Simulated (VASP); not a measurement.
Set up this calculation in VASP 6.6.1, as the native input.

* Task: single point
* Functional: r2SCAN
* Potentials or basis: VASP PAW PBE potentials, release 64 (Zr_sv)
* Cutoff: 520 eV
* k mesh: 18 × 18 × 10
* Occupations: fermi-dirac, width 0.1 eV
* Spin: no spin polarisation
* Dipole correction: no
* Further INCAR settings: ALGO = Normal; EDIFF = 1e-07; NBANDS = 19

Zr:

```xyz
2
Lattice="3.2446 0.0000 0.0000 -1.6223 2.8099 0.0000 0.0000 0.0000 5.1574" Properties=species:S:1:pos:R:3 pbc="T T T"
Zr    0.0000    1.8733    1.2893
Zr    1.6223    0.9366    3.8680
```

These files were run (other wordings do the same):

POSCAR

```
Zr
1.0
    3.2445832025      0.0000000000      0.0000000000
   -1.6222916012      2.8098914781      0.0000000000
    0.0000000000      0.0000000000      5.1573640588
Zr
2
Direct
    0.3333333333      0.6666666667      0.2500000000
    0.6666666667      0.3333333333      0.7500000000
```

INCAR.step1

```
  PREC = Accurate
  ENCUT = 520
  ISMEAR = -1
  SIGMA = 0.1
  LREAL = False
  LASPH = True
  NELM = 60
  NBANDS = 19
  GGA = PE
  ALGO = Normal
  EDIFF = 1E-4
  LWAVE = True
  LCHARG = False
```

INCAR.step2

```
  PREC = Accurate
  ENCUT = 520
  EDIFF = 1E-7
  ISMEAR = -1
  SIGMA = 0.1
  LREAL = False
  LASPH = True
  NELM = 60
  ALGO = Normal
  ISIF = 2
  LWAVE = False
  LCHARG = False
  METAGGA = R2SCAN
  LMIXTAU = True
  NBANDS = 19
  ISTART = 1
```

KPOINTS

```
regular mesh
0
Gamma
  18 18 10
```

Potentials or basis: VASP PAW PBE potentials, release 64 (Zr_sv).

Command:

```console
$ cat potpaw_PBE.64/Zr_sv/POTCAR > POTCAR
$ cp INCAR.step1 INCAR
$ mpirun -np 1 vasp_std > vasp.out
$ cp INCAR.step2 INCAR
$ mpirun -np 1 vasp_std > vasp.out
```

It gave:

```
Pressure               : 0.0 GPa
Band gap on the k mesh : zero (bands 12 and 13 overlap by 1.31 eV)
```

Caveat: the PAW data sets were made with another functional, which shifts forces and pressure a little.

Run time: 14 min on 1 thread of Intel Xeon 8259CL, on a shared host, peak memory 0.29 GiB.
